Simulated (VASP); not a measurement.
# Cu (I4/mmm) in VASP: notebook, part 2 of 2

VASP 6.6.1. Earlier steps stand in the parts before.

## (4) Single point, PBEsol

The input, INCAR:

```
SYSTEM = Cu
PREC = Accurate
ENCUT = 520
EDIFF = 1E-7
ISMEAR = 0
SIGMA = 0.15
LREAL = .FALSE.
LASPH = .TRUE.
NELM = 100
ALGO = Fast
ISIF = 2
LWAVE = .FALSE.
LCHARG = .FALSE.
GGA = PS
NBANDS = 12
```

The input, KPOINTS:

```
Automatic mesh
0
G
  34 34 34
  0 0 0
```

The input, POSCAR:

```
Cu
1.0
   -1.4858197942      1.4858197942      1.2864702837
    1.4858197942     -1.4858197942      1.2864702837
    1.4858197942      1.4858197942     -1.2864702837
Cu
1
Direct
    0.0000000000      0.0000000000      0.0000000000
```

Potentials or basis: VASP PAW PBE potentials, release 64 (Cu).

Run with:

```
$ cat potpaw_PBE.64/Cu/POTCAR > POTCAR
$ mpirun -np 1 vasp_std > vasp.out
```

OUTCAR:

```text
SYSTEM = Cu
   PREC = Accurate
   ENCUT = 520
   EDIFF = 1E-7
   ISMEAR = 0
   LREAL = .FALSE.
   LASPH = .TRUE.
   NELM = 100
   ISIF = 2
   GGA = PS

 ion  position               nearest neighbor table
   1  0.000  0.000  0.000-

  LATTYP: Found a body centered tetragonal cell.
 ALAT       =     2.9716395884
 C/A-ratio  =     0.8658319728

  Lattice vectors:

 A1 = (  -1.4858197942,   1.4858197942,   1.2864702837)
 A2 = (   1.4858197942,  -1.4858197942,   1.2864702837)
 A3 = (   1.4858197942,   1.4858197942,  -1.2864702837)

Analysis of symmetry for initial positions (statically):
=====================================================================
 Subroutine PRICEL returns:
 Original cell was already a primitive cell.

 Routine SETGRP: Setting up the symmetry group for a
 body centered tetragonal supercell.

 Subroutine GETGRP returns: Found 16 space group operations
 (whereof 16 operations were pure point group operations)
 out of a pool of 16 trial point group operations.

The static configuration has the point symmetry D_4h.

Analysis of symmetry for dynamics (positions and initial velocities):
[... 171 lines left out ...]
      5       5.2874      2.00000
      6       5.9856      2.00000
      7      31.2539      0.00000
      8      31.2539      0.00000
      9      35.1998      0.00000
     10      35.8971      0.00000
     11      35.9828      0.00000
     12      37.4245      0.00000
[... 331 lines left out ...]
 k-point    24 :       0.1765    0.0294    0.0000
  band No.  band energies     occupation
      1      -0.2567      2.00000
      2       4.2718      2.00000
      3       4.7352      2.00000
      4       5.1812      2.00000
      5       5.5694      2.00000
      6       5.7836      2.00000
      7      26.1077      0.00000
      8      28.2382      0.00000
      9      29.5796      0.00000
     10      31.2372      0.00000
     11      33.6200      0.00000
     12      36.7944      0.00000

 [... further k-points ...]

------------------------ aborting loop because EDIFF is reached ----------------------------------------

  FORCE on cell =-STRESS in cart. coord.  units (eV):
  Direction    XX          YY          ZZ          XY          YZ          ZX
  --------------------------------------------------------------------------------------
  -------------------------------------------------------------------------------------
  Total        0.0267472      0.0267472      0.2822404      0.0000000      0.0000000      0.0000000
  in kB        3.7722241      3.7722241     39.8050087      0.0000000      0.0000000      0.0000000
  external PRESSURE =      15.7831523 kB  Pullay stress =       0.0000000 kB

 VOLUME and BASIS-vectors are now :
 -----------------------------------------------------------------------------
  energy-cutoff  :      520.00
  volume of cell :       11.36
      direct lattice vectors                 reciprocal lattice vectors
    -1.485819794  1.485819794  1.286470284     0.000000000  0.336514564  0.388660357
     1.485819794 -1.485819794  1.286470284     0.336514564  0.000000000  0.388660357
     1.485819794  1.485819794 -1.286470284     0.336514564  0.336514564  0.000000000

 POSITION                                       TOTAL-FORCE (eV/Angst)
 -----------------------------------------------------------------------------------
      0.00000      0.00000      0.00000         0.000000     -0.000000     -0.000000
 -----------------------------------------------------------------------------------
    total drift:                                0.000000     -0.000000      0.000000

  FREE ENERGIE OF THE ION-ELECTRON SYSTEM (eV)
  ---------------------------------------------------
  free  energy   TOTEN  =        -4.2668005344 eV

  energy  without entropy=       -4.2629579163  energy(sigma->0) =       -4.26487923
```

stdout:

```text
POSCAR found type information on POSCAR Cu
 POSCAR found :  1 types and       1 ions
 scaLAPACK will be used
 -----------------------------------------------------------------------------
|                                                                             |
|                                                                             |
|     You enforced a specific xc type in the INCAR file but a different       |
[... 38 lines left out ...]
WARNING in EDDRMM: call to ZHEGV failed, returncode =   6  3      8
WARNING in EDDRMM: call to ZHEGV failed, returncode =   6  3      9
WARNING in EDDRMM: call to ZHEGV failed, returncode =   6  3      9
WARNING in EDDRMM: call to ZHEGV failed, returncode =   6  3      9
WARNING in EDDRMM: call to ZHEGV failed, returncode =   6  3      9
WARNING in EDDRMM: call to ZHEGV failed, returncode =   6  3     11
WARNING in EDDRMM: call to ZHEGV failed, returncode =   6  3     11
```

It took 7.3 min on 1 thread of Intel Xeon 8259CL, shared host; peak memory 0.46 GiB.

What came out:

```
Free energy            : -4.2668 eV
Pressure               : 1.6 GPa
Band gap on the k mesh : zero (an odd number of electrons rules out a gap without spin polarisation)
```

Levels at points of the mesh, in eV from the Fermi level:
```
           k point  band 4  band 5  band 6  band 7  band 8  band 9
(0.00, 0.00, 0.00)   -2.96   -2.61   -1.91   23.36   23.36   27.30
(0.50, 0.00, 0.00)   -1.71   -1.42   -0.26    5.20   16.70   16.76
(0.50, 0.50, 0.00)   -2.20   -1.45   -1.42    3.54   20.61   21.26
(0.50, 0.50, 0.50)   -1.60   -1.46    6.56    6.56   12.41   12.49
```

Caveat: the PAW data sets were made with another functional, which shifts forces and pressure a little.

## (5) Single point, PBEsol

The input, INCAR:

```
SYSTEM = Cu
PREC     = Accurate       ! precision mode
ENCUT    = 520            ! plane-wave cutoff, eV
EDIFF    = 1E-7           ! SCF threshold, eV
ISMEAR   = 0              ! smearing method
SIGMA    = 0.15           ! smearing width, eV
LREAL    = .False.        ! projectors in reciprocal space
LASPH    = .True.         ! aspherical terms in the spheres
NELM     = 80             ! most SCF steps
ALGO     = Fast           ! electronic algorithm
ISIF     = 2              ! what is computed and relaxed
LWAVE    = .False.        ! write WAVECAR
LCHARG   = .False.        ! write CHGCAR
GGA      = PS             ! functional
NBANDS   = 12             ! bands
```

The input, KPOINTS:

```
regular mesh
0
Gamma
  34 34 34
  0 0 0
```

The input, POSCAR:

```
Cu
1.0
   -1.4648899669      1.4648899669      1.3234941601
    1.4648899669     -1.4648899669      1.3234941601
    1.4648899669      1.4648899669     -1.3234941601
Cu
1
Direct
    0.0000000000      0.0000000000      0.0000000000
```

Run with:

```
$ cat potpaw_PBE.64/Cu/POTCAR > POTCAR
$ mpirun -np 1 vasp_std > vasp.out
```

It took 7.6 min on 1 thread of Intel Xeon 8259CL, shared host; peak memory 0.47 GiB.

Results (log left out):

* Free energy: -4.2714 eV
* Pressure: 1.2 GPa
* Band gap on the k mesh: zero (an odd number of electrons rules out a gap without spin polarisation)

Stress tensor (GPa, compression positive):
```
0.82 0.00 0.00
0.00 0.82 0.00
0.00 0.00 2.01
```

Levels at points of the mesh, in eV from the Fermi level:
```
           k point  band 2  band 3  band 4  band 5  band 6  band 7  band 8  band 9  band 10  band 11
(0.00, 0.00, 0.00)   -3.49   -3.05   -3.05   -2.44   -1.96   24.12   24.12   27.20    28.21    28.48
(0.50, 0.00, 0.00)   -4.14   -2.21   -1.81   -1.38   -0.42    4.98   16.99   17.08    21.07    24.18
(0.50, 0.50, 0.00)   -3.61   -2.53   -2.15   -1.42   -1.22    3.83   19.72   20.21    23.63    26.55
(0.50, 0.50, 0.50)   -4.82   -1.59   -1.59   -1.48    7.07    7.07   11.12   12.89    13.68    17.96
```

Caveat: the PAW data sets were made with another functional, which shifts forces and pressure a little.

## (6) Summary

```csv
cell,further INCAR settings,gap on the mesh (eV),pressure (GPa)
"a = 2.479 Å, angles 104.0, 104.0, 121.0°, 1 atom",ALGO = Fast; EDIFF = 1e-06; NBANDS = 12,none,3.1
"a = 2.461 Å, angles 112.9, 112.9, 102.8°, 1 atom",ALGO = Fast; EDIFF = 1e-07; NBANDS = 12,none,1.0
"a = 2.464 Å, angles 105.8, 105.8, 117.0°, 1 atom",ALGO = Fast; EDIFF = 1e-07; NBANDS = 12,none,1.6
"a = 2.458 Å, angles 106.8, 106.8, 114.9°, 1 atom",ALGO = Fast; EDIFF = 1e-07; NBANDS = 12,none,1.2
```

Alike in all rows: task single point; level PBEsol; potentials or basis VASP PAW PBE potentials, release 64 (Cu); no spin polarisation; k mesh 34 × 34 × 34; cutoff (eV) 520; smearing gaussian 0.15 eV.

Caveats: the PAW data sets were made with another functional, which shifts forces and pressure a little; the cell stands under pressure (at least some runs).

Absolute energies hang on the potentials; compare differences alone.
